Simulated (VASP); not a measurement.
A run of VASP 6.6.1:

Contents of INCAR:

```
SYSTEM = SiNi3
PREC = Accurate
ENCUT = 600
EDIFF = 1E-6
ISMEAR = 0
SIGMA = 0.1
LREAL = .FALSE.
LASPH = .TRUE.
NELM = 120
ALGO = Normal
ISIF = 2
LWAVE = .FALSE.
LCHARG = .FALSE.
GGA = PS
NBANDS = 25
GGA_COMPAT = .FALSE.
```

Contents of KPOINTS:

```
regular mesh
0
G
  12 12 12
  0 0 0
```

The input POSCAR:

```
SiNi3
1.0
    3.3510330275      0.0000000000      0.0000000000
    0.0000000000      3.3510330275      0.0000000000
    0.0000000000      0.0000000000      3.3510330275
Si Ni
1 3
Direct
    0.0000000000      0.0000000000      0.0000000000
    0.0000000000      0.5000000000      0.5000000000
    0.5000000000      0.0000000000      0.5000000000
    0.5000000000      0.5000000000      0.0000000000
```

Potentials or basis: VASP PAW PBE potentials, release 64 (Si, Ni).

Command:

```console
$ cat potpaw_PBE.64/Si/POTCAR potpaw_PBE.64/Ni/POTCAR > POTCAR
$ mpirun -np 1 vasp_std > vasp.out
```

Hardware: 1 thread of Intel Xeon 8259CL (shared host).

Q: Estimate the wall time of this run.

A: Run time: 2.4 min on 1 thread of Intel Xeon 8259CL, on a shared host, peak memory 0.22 GiB. Counts: scf iterations 15, k points 84.
